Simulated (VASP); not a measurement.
# MgO (Periclase) (Fm-3m) in VASP: single point with LDA

Aim: the single point of MgO (Periclase) with LDA.

All numbers are computed with VASP 6.6.1; they aren't measurements. Logs are shortened: lines on timing, memory, paths and dates and some standing lists are left out, and cuts for length are marked.

### 1 The cell of the first run

It takes space group Fm-3m (No. 225, cubic). Conventional cell: a = 4.217 Å, b = 4.217 Å, c = 4.217 Å, α = 90.00°, β = 90.00°, γ = 90.00°. Mg (site symmetry m-3m) has 6 O at 2.11 Å within 2.8 Å. Within 2.8 Å of O (site symmetry m-3m) lie 6 Mg at 2.11 Å.

### 2 Single point, LDA

INCAR reads:

```
PREC     = Accurate       # precision mode
ENCUT    = 600            # plane-wave cutoff, eV
EDIFF    = 1E-6           # SCF threshold, eV
ISMEAR   = -1             # smearing method
SIGMA    = 0.02           # smearing width, eV
LREAL    = False          # projectors in reciprocal space
LASPH    = True           # aspherical terms in the spheres
NELM     = 120            # most SCF steps
ALGO     = Normal         # electronic algorithm
ISIF     = 2              # what is computed and relaxed
LWAVE    = False          # write WAVECAR
LCHARG   = True           # write CHGCAR
LELF     = True           # ELF
LVHAR    = True         
NBANDS   = 11             # bands
GGA_COMPAT= False
```

KPOINTS reads:

```
regular mesh
0
Gamma
  8 8 8
```

POSCAR reads:

```
MgO
1.0
    0.0000000000      2.1085000000      2.1085000000
    2.1085000000      0.0000000000      2.1085000000
    2.1085000000      2.1085000000      0.0000000000
Mg O
1 1
Direct
    0.0000000000      0.0000000000      0.0000000000
    0.5000000000      0.5000000000      0.5000000000
```

Potentials or basis: VASP PAW LDA potentials, release 64 (Mg, O).

Launch:

```console
$ cat potpaw_LDA.64/Mg/POTCAR potpaw_LDA.64/O/POTCAR > POTCAR
$ mpirun -np 1 vasp_std > vasp.out
```

OUTCAR:

```text
PREC = Accurate
   ENCUT = 600
   EDIFF = 1E-6
   ISMEAR = -1
   LREAL = False
   LASPH = True
   NELM = 120
   ISIF = 2

 ion  position               nearest neighbor table
   1  0.000  0.000  0.000-   2 2.11   2 2.11   2 2.11   2 2.11   2 2.11   2 2.11
   2  0.500  0.500  0.500-   1 2.11   1 2.11   1 2.11   1 2.11   1 2.11   1 2.11

  LATTYP: Found a face centered cubic cell.
 ALAT       =     4.2170000000

  Lattice vectors:

 A1 = (   0.0000000000,   2.1085000000,   2.1085000000)
 A2 = (   2.1085000000,   0.0000000000,   2.1085000000)
 A3 = (   2.1085000000,   2.1085000000,   0.0000000000)

Analysis of symmetry for initial positions (statically):
=====================================================================
 Subroutine PRICEL returns:
 Original cell was already a primitive cell.

 Routine SETGRP: Setting up the symmetry group for a
 face centered cubic supercell.

 Subroutine GETGRP returns: Found 48 space group operations
 (whereof 48 operations were pure point group operations)
 out of a pool of 48 trial point group operations.

The static configuration has the point symmetry O_h .

Analysis of symmetry for dynamics (positions and initial velocities):
=====================================================================
 Subroutine PRICEL returns:
 Original cell was already a primitive cell.

 Routine SETGRP: Setting up the symmetry group for a
 face centered cubic supercell.

 Subroutine GETGRP returns: Found 48 space group operations
 (whereof 48 operations were pure point group operations)
 out of a pool of 48 trial point group operations.

The dynamic configuration has the point symmetry O_h .

 Subroutine INISYM returns: Found 48 space group operations
 (whereof 48 operations are pure point group operations),
 and found     1 'primitive' translations

----------------------------------------------------------------------------------------

                                     Primitive cell

  volume of cell :      18.7478

  direct lattice vectors                    reciprocal lattice vectors
     0.000000000  2.108500000  2.108500000    -0.237135404  0.237135404  0.237135404
     2.108500000  0.000000000  2.108500000     0.237135404 -0.237135404  0.237135404
     2.108500000  2.108500000  0.000000000     0.237135404  0.237135404 -0.237135404

  length of vectors
     2.981869296  2.981869296  2.981869296     0.410730569  0.410730569  0.410730569

  position of ions in fractional coordinates (direct lattice)
     0.000000000  0.000000000  0.000000000
     0.500000000  0.500000000  0.500000000

  ion indices of the primitive-cell ions
   primitive index   ion index
                 1           1
                 2           2

----------------------------------------------------------------------------------------

 KPOINTS: regular mesh

Automatic generation of k-mesh.
 Grid dimensions read from file:
 generate k-points for:    8    8    8

 Generating k-lattice:

  Cartesian coordinates                     Fractional coordinates (reciprocal lattice)
    -0.029641926  0.029641926  0.029641926     0.125000000  0.000000000  0.000000000
     0.029641926 -0.029641926  0.029641926     0.000000000  0.125000000  0.000000000
     0.029641926  0.029641926 -0.029641926     0.000000000  0.000000000  0.125000000

  Length of vectors
     0.051341321  0.051341321  0.051341321

  Shift w.r.t. Gamma in fractional coordinates (k-lattice)
     0.000000000  0.000000000  0.000000000

 Subroutine IBZKPT returns following result:
 ===========================================

 Found     29 irreducible k-points:

 Following reciprocal coordinates:
            Coordinates               Weight
  0.000000  0.000000  0.000000      1.000000
  0.125000  0.000000  0.000000      8.000000
  0.250000  0.000000  0.000000      8.000000
  0.375000  0.000000  0.000000      8.000000
  0.500000  0.000000  0.000000      4.000000
  0.125000  0.125000  0.000000      6.000000
[... 16 lines left out ...]
  0.500000  0.250000  0.125000     48.000000
 -0.375000  0.250000  0.125000     24.000000
 [... further k-points ...]
   k-points           NKPTS =     29   k-points in BZ     NKDIM =     29   number of bands    NBANDS=     11
   number of dos      NEDOS =    301   number of ions     NIONS =      2
   total plane-waves  NPLWV =  13824
   dimension x,y,z NGX =    24 NGY =   24 NGZ =   24
   dimension x,y,z NGXF=    48 NGYF=   48 NGZF=   48
   ions per type =               1   1
   NGX,Y,Z   is equivalent  to a cutoff of  13.38, 13.38, 13.38 a.u.
   NGXF,Y,Z  is equivalent  to a cutoff of  26.76, 26.76, 26.76 a.u.
 SYSTEM =  unknown system
   PREC   = accura    normal or accurate (medium, high low for compatibility)
   ISTART =      0    job   : 0-new  1-cont  2-samecut
   ICHARG =      2    charge: 1-file 2-atom 10-const
   ISPIN  =      1    spin polarized calculation?
   LNONCOLLINEAR =      F non collinear calculations
   LSORBIT =      F    spin-orbit coupling
   LASPH  =      T    aspherical Exc in radial PAW
   ENCUT  =  600.0 eV  44.10 Ry    6.64 a.u.   5.96  5.96  5.96*2*pi/ulx,y,z
   NELM   =    120;   NELMIN=  2; NELMDL= -5     # of ELM steps
   EDIFF  = 0.1E-05   stopping-criterion for ELM
   LREAL  =      F    real-space projection
   EDIFFG = 0.1E-04   stopping-criterion for IOM
   NSW    =      0    number of steps for IOM
   IBRION =     -1    ionic relax: 0-MD 1-quasi-New 2-CG
   NFREE  =      0    steps in history (QN), initial steepest desc. (CG)
   ISIF   =      2    stress and relaxation
   ISYM   =      2    0-nonsym 1-usesym 2-fastsym
   POTIM  = 0.5000    time-step for ionic-motion
   TEBEG  =    0.0;   TEEND  =   0.0 temperature during run
   PSTRESS=    0.0 pullay stress
   NELECT =       8.0000    total number of electrons
   NUPDOWN=      -1.0000    fix difference up-down
   EMIN   =  10.00;   EMAX   =-10.00  energy-range for DOS
   EFERMI =   0.00;   METHOD = LEGACY
   ISMEAR =    -1;   SIGMA  =   0.02  broadening in eV -4-tet -1-fermi 0-gaus
   EFERMI_NEDOS =   21; number of points for ismear=-14 and -15
   IALGO  =     38    algorithm
   IMIX   =      4    mixing-type and parameters
     AMIX     =   0.40;   BMIX     =  1.00
     AMIX_MAG =   1.60;   BMIX_MAG =  1.00
  volume/ion in A,a.u.               =       9.37        63.26
  Fermi-wavevector in a.u.,A,eV,Ry     =   1.232503  2.329092 20.668107  1.519063
  Thomas-Fermi vector in A             =   2.367270
   LORBIT       =      0    0 simple, 1 ext, 2 COOP (PROOUT), +10 PAW based schemes
   GGA     = CA    functional components
   LHFCALC =     F    Hartree Fock is set to
   AEXX    =    0.0000 exact exchange contribution
   IVDW    =     0    specifies the selected vdW correction
   LEPSILON=     F    determine dielectric tensor
   LRPA    =     F    only Hartree local field effects (RPA)
 non-spin polarized calculation
  energy-cutoff  :      600.00
  volume of cell :       18.75
 maximum number of plane-waves:       638
   NGX = 11   NGY = 11   NGZ = 11

 number of electron       8.0000005 magnetization

 Free energy of the ion-electron system (eV)
  ---------------------------------------------------
  ext. energy  EPLUGINS =         0.00000000
  ---------------------------------------------------
  free energy    TOTEN  =       -13.42485427 eV

  energy without entropy =      -13.42485427  energy(sigma->0) =      -13.42485427

 E-fermi :   3.3683     XC(G=0): -11.5747

 val. band max:        2.8517245062   @ k =   0.0000   0.0000   0.0000
 cond. band min:       7.4752428019   @ k =   0.0000   0.0000   0.0000
 fundamental gap:      4.6235182957
 Fermi energy:         3.3682546465

 k-point     1 :       0.0000    0.0000    0.0000
  band No.  band energies     occupation
      1     -14.1311      2.00000
      2       2.8517      2.00000
      3       2.8517      2.00000
      4       2.8517      2.00000
      5       7.4752      0.00000
      6      18.3602      0.00000
      7      18.3602      0.00000
      8      18.3602      0.00000
      9      22.3754      0.00000
     10      24.0145      0.00000
     11      24.0145      0.00000

 k-point     2 :       0.1250    0.0000    0.0000
  band No.  band energies     occupation
      1     -13.9621      2.00000
      2       1.8871      2.00000
      3       2.7470      2.00000
      4       2.7470      2.00000
      5       8.3822      0.00000
      6      16.7108      0.00000
      7      18.7152      0.00000
      8      18.7152      0.00000
      9      23.0103      0.00000
     10      23.0103      0.00000
     11      24.4541      0.00000

 k-point     3 :       0.2500    0.0000    0.0000
  band No.  band energies     occupation
      1     -13.5209      2.00000
      2       0.1631      2.00000
      3       2.5063      2.00000
      4       2.5063      2.00000
      5       9.7989      0.00000
      6      15.1830      0.00000
      7      19.1873      0.00000
      8      19.1873      0.00000
      9      22.6214      0.00000
     10      22.6214      0.00000
     11      24.4389      0.00000

 k-point     4 :       0.3750    0.0000    0.0000
  band No.  band energies     occupation
      1     -13.0198      2.00000
      2      -1.2690      2.00000
      3       2.2801      2.00000
      4       2.2801      2.00000
      5      10.4795      0.00000
      6      14.9902      0.00000
      7      18.9900      0.00000
      8      18.9900      0.00000
      9      23.6613      0.00000
     10      23.9311      0.00000
     11      23.9311      0.00000
[... 239 lines left out ...]
 k-point    22 :       0.3750    0.2500    0.1250
  band No.  band energies     occupation
      1     -13.2037      2.00000
      2      -0.1962      2.00000
      3       1.6795      2.00000
      4       2.2277      2.00000
      5      11.1858      0.00000
      6      14.1062      0.00000
      7      17.5877      0.00000
      8      20.0405      0.00000
      9      20.6427      0.00000
     10      24.9288      0.00000
     11      28.2344      0.00000

 k-point    23 :       0.5000    0.2500    0.1250
  band No.  band energies     occupation
      1     -12.8080      2.00000
      2      -0.9043      2.00000
      3       1.0965      2.00000
      4       1.9715      2.00000
      5      12.1597      0.00000
      6      14.2789      0.00000
      7      16.4358      0.00000
      8      19.6378      0.00000
      9      22.2014      0.00000
     10      24.8959      0.00000
     11      28.4432      0.00000

 k-point    24 :      -0.3750    0.2500    0.1250
  band No.  band energies     occupation
      1     -12.6312      2.00000
      2      -1.2084      2.00000
      3       0.8875      2.00000
      4       1.8502      2.00000
      5      12.3285      0.00000
      6      14.8149      0.00000
      7      16.0114      0.00000
      8      19.3956      0.00000
      9      23.0643      0.00000
     10      24.5424      0.00000
     11      28.5837      0.00000

 [... further k-points ...]
[... 5 lines left out ...]
  --------------------------------------------------------------------------------------
  -------------------------------------------------------------------------------------
  Total       -0.9924404     -0.9924404     -0.9924404      0.0000000      0.0000000      0.0000000
  in kB      -84.8133503    -84.8133503    -84.8133503      0.0000000      0.0000000      0.0000000
  external PRESSURE =     -84.8133503 kB  Pullay stress =       0.0000000 kB

 VOLUME and BASIS-vectors are now :
 -----------------------------------------------------------------------------
  energy-cutoff  :      600.00
  volume of cell :       18.75
      direct lattice vectors                 reciprocal lattice vectors
     0.000000000  2.108500000  2.108500000    -0.237135404  0.237135404  0.237135404
     2.108500000  0.000000000  2.108500000     0.237135404 -0.237135404  0.237135404
     2.108500000  2.108500000  0.000000000     0.237135404  0.237135404 -0.237135404

 POSITION                                       TOTAL-FORCE (eV/Angst)
 -----------------------------------------------------------------------------------
      0.00000      0.00000      0.00000        -0.000000      0.000000     -0.000000
      2.10850      2.10850      2.10850         0.000000     -0.000000      0.000000
 -----------------------------------------------------------------------------------
    total drift:                               -0.000000     -0.000000      0.000000

  FREE ENERGIE OF THE ION-ELECTRON SYSTEM (eV)
  ---------------------------------------------------
  free  energy   TOTEN  =       -13.4248542667 eV

  energy  without entropy=      -13.4248542667  energy(sigma->0) =      -13.42485427
```

Run time: 3.2 s. Hardware: 1 thread of Intel Xeon 6975P-C (Granite Rapids), shared host; peak memory 0.13 GiB.

Results:

- Free energy: -13.4249 eV
- Pressure: -8.5 GPa
- Band gap on the k mesh: 4.62 eV, direct

Levels at points of the mesh, in eV from the valence-band top:
```tsv
k point	band 1	band 2	band 3	band 4	band 5	band 6	band 7	band 8
(0.00, 0.00, 0.00)	-16.98	0.00	0.00	0.00	4.62	15.51	15.51	15.51
(0.50, 0.00, 0.00)	-15.64	-4.68	-0.66	-0.66	7.71	12.36	15.96	15.96
(0.50, 0.50, 0.00)	-15.37	-4.14	-1.37	-1.37	8.89	9.67	12.86	18.58
```

LDA gaps usually lie below the measured ones, often by a third to a half.
